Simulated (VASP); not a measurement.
# Hf (Fm-3m) in VASP: single point with r2SCAN

Aim: the single point of Hf with r2SCAN.

Program: VASP 6.6.1. These are calculated values, not measurements. Logs are shortened: lines on timing, memory, paths and dates and some standing lists are left out, and cuts for length are marked.

## 1. The cell of the first run

Symmetry: Fm-3m, No. 225, cubic system. The conventional cell has a = 4.440 Å, b = 4.440 Å, c = 4.440 Å, α = 90.00°, β = 90.00°, γ = 90.00°. Hf (site symmetry m-3m) has 12 Hf at 3.14 Å within 4.1 Å.

This isn't the form of Hf at room conditions, which is hcp.

## 2. Single point, r2SCAN

POSCAR reads:

```
Hf
1.0
    0.0000000000      2.2200000000      2.2200000000
    2.2200000000      0.0000000000      2.2200000000
    2.2200000000      2.2200000000      0.0000000000
Hf
1
Direct
    0.0000000000      0.0000000000      0.0000000000
```

INCAR.step1 reads:

```
PREC     = Accurate       # precision mode
ENCUT    = 550            # plane-wave cutoff, eV
ISMEAR   = 0              # smearing method
SIGMA    = 0.1            # smearing width, eV
LREAL    = False          # projectors in reciprocal space
LASPH    = True           # aspherical terms in the spheres
NELM     = 120            # most SCF steps
NBANDS   = 11             # bands
GGA      = PE             # functional
ALGO     = Normal         # electronic algorithm
EDIFF    = 1E-5           # SCF threshold, eV
LWAVE    = True           # write WAVECAR
LCHARG   = False          # write CHGCAR
GGA_COMPAT= False
```

INCAR.step2 reads:

```
PREC     = Accurate       # precision mode
ENCUT    = 550            # plane-wave cutoff, eV
EDIFF    = 1E-6           # SCF threshold, eV
ISMEAR   = 0              # smearing method
SIGMA    = 0.1            # smearing width, eV
LREAL    = False          # projectors in reciprocal space
LASPH    = True           # aspherical terms in the spheres
NELM     = 120            # most SCF steps
ALGO     = Normal         # electronic algorithm
ISIF     = 2              # what is computed and relaxed
LWAVE    = False          # write WAVECAR
LCHARG   = False          # write CHGCAR
METAGGA  = R2SCAN         # meta-GGA
LMIXTAU  = True         
NBANDS   = 11             # bands
ISTART   = 1            
GGA_COMPAT= False
```

KPOINTS reads:

```
regular mesh
0
Gamma
  8 8 8
```

Potentials or basis: VASP PAW PBE potentials, release 64 (Hf_pv).

Started as:

```bash
> cat potpaw_PBE.64/Hf_pv/POTCAR > POTCAR
> cp INCAR.step1 INCAR
> mpirun -np 1 vasp_std > vasp.out
> cp INCAR.step2 INCAR
> mpirun -np 1 vasp_std > vasp.out
```

OUTCAR:

```text
PREC = Accurate
   ENCUT = 550
   EDIFF = 1E-6
   ISMEAR = 0
   LREAL = False
   LASPH = True
   NELM = 120
   ISIF = 2
   METAGGA = R2SCAN
   ISTART = 1

 ion  position               nearest neighbor table
   1  0.000  0.000  0.000-

  LATTYP: Found a face centered cubic cell.
 ALAT       =     4.4400000000

  Lattice vectors:

 A1 = (   0.0000000000,   2.2200000000,   2.2200000000)
 A2 = (   2.2200000000,   0.0000000000,   2.2200000000)
 A3 = (   2.2200000000,   2.2200000000,   0.0000000000)

Analysis of symmetry for initial positions (statically):
=====================================================================
 Subroutine PRICEL returns:
 Original cell was already a primitive cell.

 Routine SETGRP: Setting up the symmetry group for a
 face centered cubic supercell.

 Subroutine GETGRP returns: Found 48 space group operations
 (whereof 48 operations were pure point group operations)
 out of a pool of 48 trial point group operations.

The static configuration has the point symmetry O_h .

Analysis of symmetry for dynamics (positions and initial velocities):
=====================================================================
 Subroutine PRICEL returns:
 Original cell was already a primitive cell.

 Routine SETGRP: Setting up the symmetry group for a
 face centered cubic supercell.

 Subroutine GETGRP returns: Found 48 space group operations
 (whereof 48 operations were pure point group operations)
 out of a pool of 48 trial point group operations.

The dynamic configuration has the point symmetry O_h .

 Subroutine INISYM returns: Found 48 space group operations
 (whereof 48 operations are pure point group operations),
 and found     1 'primitive' translations

----------------------------------------------------------------------------------------

                                     Primitive cell

  volume of cell :      21.8821

  direct lattice vectors                    reciprocal lattice vectors
     0.000000000  2.220000000  2.220000000    -0.225225225  0.225225225  0.225225225
     2.220000000  0.000000000  2.220000000     0.225225225 -0.225225225  0.225225225
     2.220000000  2.220000000  0.000000000     0.225225225  0.225225225 -0.225225225

  length of vectors
     3.139554108  3.139554108  3.139554108     0.390101533  0.390101533  0.390101533

  position of ions in fractional coordinates (direct lattice)
     0.000000000  0.000000000  0.000000000

  ion indices of the primitive-cell ions
   primitive index   ion index
                 1           1

----------------------------------------------------------------------------------------

 KPOINTS: regular mesh

Automatic generation of k-mesh.
 Grid dimensions read from file:
 generate k-points for:    8    8    8

 Generating k-lattice:

  Cartesian coordinates                     Fractional coordinates (reciprocal lattice)
    -0.028153153  0.028153153  0.028153153     0.125000000  0.000000000  0.000000000
     0.028153153 -0.028153153  0.028153153     0.000000000  0.125000000  0.000000000
     0.028153153  0.028153153 -0.028153153     0.000000000  0.000000000  0.125000000

  Length of vectors
     0.048762692  0.048762692  0.048762692

  Shift w.r.t. Gamma in fractional coordinates (k-lattice)
     0.000000000  0.000000000  0.000000000

 Subroutine IBZKPT returns following result:
 ===========================================

 Found     29 irreducible k-points:

 Following reciprocal coordinates:
            Coordinates               Weight
  0.000000  0.000000  0.000000      1.000000
  0.125000  0.000000  0.000000      8.000000
  0.250000  0.000000  0.000000      8.000000
  0.375000  0.000000  0.000000      8.000000
  0.500000  0.000000  0.000000      4.000000
  0.125000  0.125000  0.000000      6.000000
[... 16 lines left out ...]
  0.500000  0.250000  0.125000     48.000000
 -0.375000  0.250000  0.125000     24.000000
 [... further k-points ...]
   k-points           NKPTS =     29   k-points in BZ     NKDIM =     29   number of bands    NBANDS=     11
   number of dos      NEDOS =    301   number of ions     NIONS =      1
   total plane-waves  NPLWV =  13824
   dimension x,y,z NGX =    24 NGY =   24 NGZ =   24
   dimension x,y,z NGXF=    48 NGYF=   48 NGZF=   48
   ions per type =               1
   NGX,Y,Z   is equivalent  to a cutoff of  12.71, 12.71, 12.71 a.u.
   NGXF,Y,Z  is equivalent  to a cutoff of  25.42, 25.42, 25.42 a.u.
 SYSTEM =  unknown system
   PREC   = accura    normal or accurate (medium, high low for compatibility)
   ISTART =      1    job   : 0-new  1-cont  2-samecut
   ICHARG =      0    charge: 1-file 2-atom 10-const
   ISPIN  =      1    spin polarized calculation?
   LNONCOLLINEAR =      F non collinear calculations
   LSORBIT =      F    spin-orbit coupling
   LASPH  =      T    aspherical Exc in radial PAW
   ENCUT  =  550.0 eV  40.42 Ry    6.36 a.u.   6.00  6.00  6.00*2*pi/ulx,y,z
   NELM   =    120;   NELMIN=  2; NELMDL=  0     # of ELM steps
   EDIFF  = 0.1E-05   stopping-criterion for ELM
   LREAL  =      F    real-space projection
   EDIFFG = 0.1E-04   stopping-criterion for IOM
   NSW    =      0    number of steps for IOM
   IBRION =     -1    ionic relax: 0-MD 1-quasi-New 2-CG
   NFREE  =      0    steps in history (QN), initial steepest desc. (CG)
   ISIF   =      2    stress and relaxation
   ISYM   =      2    0-nonsym 1-usesym 2-fastsym
   POTIM  = 0.5000    time-step for ionic-motion
   TEBEG  =    0.0;   TEEND  =   0.0 temperature during run
   PSTRESS=    0.0 pullay stress
   NELECT =      10.0000    total number of electrons
   NUPDOWN=      -1.0000    fix difference up-down
   EMIN   =  10.00;   EMAX   =-10.00  energy-range for DOS
   EFERMI =   0.00;   METHOD = LEGACY
   ISMEAR =     0;   SIGMA  =   0.10  broadening in eV -4-tet -1-fermi 0-gaus
   EFERMI_NEDOS =   21; number of points for ismear=-14 and -15
   IALGO  =     38    algorithm
   IMIX   =      4    mixing-type and parameters
     AMIX     =   0.40;   BMIX     =  1.00
     AMIX_MAG =   1.60;   BMIX_MAG =  1.00
  volume/ion in A,a.u.               =      21.88       147.67
  Fermi-wavevector in a.u.,A,eV,Ry     =   1.260991  2.382927 21.634588  1.590097
  Thomas-Fermi vector in A             =   2.394472
   LORBIT       =      0    0 simple, 1 ext, 2 COOP (PROOUT), +10 PAW based schemes
   METAGGA = R2SCAN    functional components
   LHFCALC =     F    Hartree Fock is set to
   AEXX    =    0.0000 exact exchange contribution
   IVDW    =     0    specifies the selected vdW correction
   LEPSILON=     F    determine dielectric tensor
   LRPA    =     F    only Hartree local field effects (RPA)
 non-spin polarized calculation
 Gauss-broadening in eV      SIGMA  =   0.10
  energy-cutoff  :      550.00
  volume of cell :       21.88
 maximum number of plane-waves:       652
   NGX = 13   NGY = 13   NGZ = 13

 number of electron      10.0000000 magnetization

 Free energy of the ion-electron system (eV)
  ---------------------------------------------------
  ext. energy  EPLUGINS =         0.00000000
  ---------------------------------------------------
  free energy    TOTEN  =       -45.05658461 eV

  energy without entropy =      -45.05077401  energy(sigma->0) =      -45.05367931

 E-fermi :   4.8257     XC(G=0): -12.2837

 val. band max:        4.7861010432   @ k =   0.3750   0.0000   0.0000
 cond. band min:       4.9101929973   @ k =   0.2500   0.0000   0.0000
 fundamental gap:      0.1240919541
 Fermi energy:         4.8257233523

 k-point     1 :       0.0000    0.0000    0.0000
  band No.  band energies     occupation
      1     -26.2775      2.00000
      2     -26.2775      2.00000
      3     -26.2775      2.00000
      4      -2.8679      2.00000
      5       6.3711      0.00000
      6       6.3711      0.00000
      7       6.3711      0.00000
      8       9.4478      0.00000
      9       9.4478      0.00000
     10      16.6672      0.00000
     11      16.8277      0.00000

 k-point     2 :       0.1250    0.0000    0.0000
  band No.  band energies     occupation
      1     -26.4183      2.00000
      2     -26.2950      2.00000
      3     -26.2950      2.00000
      4      -2.3009      2.00000
      5       5.8072      0.00000
      6       6.6164      0.00000
      7       6.6164      0.00000
      8       9.1952      0.00000
      9       9.1952      0.00000
     10      16.8276      0.00000
     11      17.8316      0.00000

 k-point     3 :       0.2500    0.0000    0.0000
  band No.  band energies     occupation
      1     -26.7458      2.00000
      2     -26.3370      2.00000
      3     -26.3370      2.00000
      4      -0.8651      2.00000
      5       4.9102      0.23225
      6       6.7650      0.00000
      7       6.7650      0.00000
      8       9.3890      0.00000
      9       9.3890      0.00000
     10      16.8100      0.00000
     11      16.8405      0.00000

 k-point     4 :       0.3750    0.0000    0.0000
  band No.  band energies     occupation
      1     -27.0574      2.00000
      2     -26.3786      2.00000
      3     -26.3786      2.00000
      4       0.5288      2.00000
      5       4.7861      1.42476
      6       6.3761      0.00000
      7       6.3761      0.00000
      8      10.7112      0.00000
      9      10.7112      0.00000
     10      15.4416      0.00000
     11      16.8276      0.00000

 k-point     5 :       0.5000    0.0000    0.0000
  band No.  band energies     occupation
      1     -27.1823      2.00000
      2     -26.3956      2.00000
      3     -26.3956      2.00000
      4       0.9584      2.00000
      5       5.2087      0.00000
      6       6.1668      0.00000
      7       6.1668      0.00000
      8      11.5954      0.00000
      9      11.5954      0.00000
     10      15.0500      0.00000
     11      16.2998      0.00000
[... 211 lines left out ...]
 k-point    21 :       0.5000    0.5000    0.0000
  band No.  band energies     occupation
      1     -27.1245      2.00000
      2     -26.5987      2.00000
      3     -26.5987      2.00000
      4       1.3440      2.00000
      5       2.5044      2.00000
      6       7.3188      0.00000
      7      11.6751      0.00000
      8      12.1987      0.00000
      9      12.1987      0.00000
     10      15.3222      0.00000
     11      15.3222      0.00000

 k-point    22 :       0.3750    0.2500    0.1250
  band No.  band energies     occupation
      1     -26.8227      2.00000
      2     -26.5041      2.00000
      3     -26.3925      2.00000
      4       0.3388      2.00000
      5       4.1662      2.00000
      6       5.7849      0.00000
      7       8.1108      0.00000
      8       8.2725      0.00000
      9      11.1570      0.00000
     10      16.8271      0.00000
     11      18.3807      0.00000

 k-point    23 :       0.5000    0.2500    0.1250
  band No.  band energies     occupation
      1     -26.9879      2.00000
      2     -26.6042      2.00000
      3     -26.4435      2.00000
      4       1.7996      2.00000
      5       4.0074      2.00000
      6       4.9492      0.08068
      7       7.6832      0.00000
      8       9.9519      0.00000
      9      12.5104      0.00000
     10      15.8439      0.00000
     11      16.8290      0.00000

 k-point    24 :      -0.3750    0.2500    0.1250
  band No.  band energies     occupation
      1     -27.0579      2.00000
      2     -26.6359      2.00000
      3     -26.4711      2.00000
      4       2.3790      2.00000
      5       3.8226      2.00000
      6       5.1755      0.00000
      7       7.4150      0.00000
      8      10.9571      0.00000
      9      13.0874      0.00000
     10      14.0280      0.00000
     11      16.8282      0.00000

 [... further k-points ...]

------------------------ aborting loop because EDIFF is reached ----------------------------------------

  FORCE on cell =-STRESS in cart. coord.  units (eV):
  Direction    XX          YY          ZZ          XY          YZ          ZX
  --------------------------------------------------------------------------------------
  -------------------------------------------------------------------------------------
  Total        0.3277132      0.3277132      0.3277132     -0.0000000     -0.0000000      0.0000000
  in kB       23.9947158     23.9947158     23.9947158     -0.0000000     -0.0000000      0.0000000
  external PRESSURE =      23.9947158 kB  Pullay stress =       0.0000000 kB

 VOLUME and BASIS-vectors are now :
 -----------------------------------------------------------------------------
  energy-cutoff  :      550.00
  volume of cell :       21.88
      direct lattice vectors                 reciprocal lattice vectors
     0.000000000  2.220000000  2.220000000    -0.225225225  0.225225225  0.225225225
     2.220000000  0.000000000  2.220000000     0.225225225 -0.225225225  0.225225225
     2.220000000  2.220000000  0.000000000     0.225225225  0.225225225 -0.225225225

 POSITION                                       TOTAL-FORCE (eV/Angst)
 -----------------------------------------------------------------------------------
      0.00000      0.00000      0.00000         0.000000      0.000000      0.000000
 -----------------------------------------------------------------------------------
    total drift:                               -0.000000      0.000000      0.000000

  FREE ENERGIE OF THE ION-ELECTRON SYSTEM (eV)
  ---------------------------------------------------
  free  energy   TOTEN  =       -45.0565846091 eV

  energy  without entropy=      -45.0507740092  energy(sigma->0) =      -45.05367931
```

Run time: 22 s. Hardware: 1 thread of AMD EPYC 7R13 (Zen 3), shared host; peak memory 0.12 GiB.

Results:

| Item | Value |
| --- | --- |
| Free energy | -45.0566 eV |
| Pressure | 2.4 GPa |
| Band gap on the k mesh | zero (bands 5 and 6 overlap by 2.05 eV) |

Levels at points of the mesh, in eV from the Fermi level:
| k point | band 3 | band 4 | band 5 | band 6 | band 7 | band 8 |
| --- | --- | --- | --- | --- | --- | --- |
| (0.00, 0.00, 0.00) | -31.10 | -7.69 | 1.55 | 1.55 | 1.55 | 4.62 |
| (0.50, 0.00, 0.00) | -31.22 | -3.87 | 0.38 | 1.34 | 1.34 | 6.77 |
| (0.50, 0.50, 0.00) | -31.42 | -3.48 | -2.32 | 2.49 | 6.85 | 7.37 |

Caveat: the PAW data sets were made with another functional, which shifts forces and pressure a little; spin-orbit coupling is left out, which moves the levels of the heavy elements.
